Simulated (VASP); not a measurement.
The system is GaAs.

```xyz
2
Lattice="0.0000 2.8331 2.8331 2.8331 0.0000 2.8331 2.8331 2.8331 0.0000" Properties=species:S:1:pos:R:3 pbc="T T T"
Ga    0.0000    0.0000    0.0000
As    1.4165    1.4165    1.4165
```

Base run:

```yaml
Program: VASP 6.6.1
Functional: r2SCAN
Potentials_or_basis: VASP PAW PBE potentials, release 64 (Ga_d, As)
Cutoff: 550 eV
k_mesh: 8 × 8 × 8
Occupations: gaussian, width 0.01 eV
Spin: no spin polarisation
```

Its results: band gap on the k mesh 0.94 eV, direct; pressure 0.1 GPa.

Question: The run is repeated on the same cell with these changes: functional from r2SCAN to PBE; cutoff from 550 eV to 500 eV. What comes out?

Answer: Band gap on the k mesh 0.47 eV, direct; pressure 2.9 GPa.

r2SCAN gives the wider gap, since meta-GGAs in the generalised Kohn-Sham scheme recover part of the derivative discontinuity.

Caveats: the PAW data sets were made with another functional, which shifts forces and pressure a little (some runs).

A k mesh can miss the band edges.
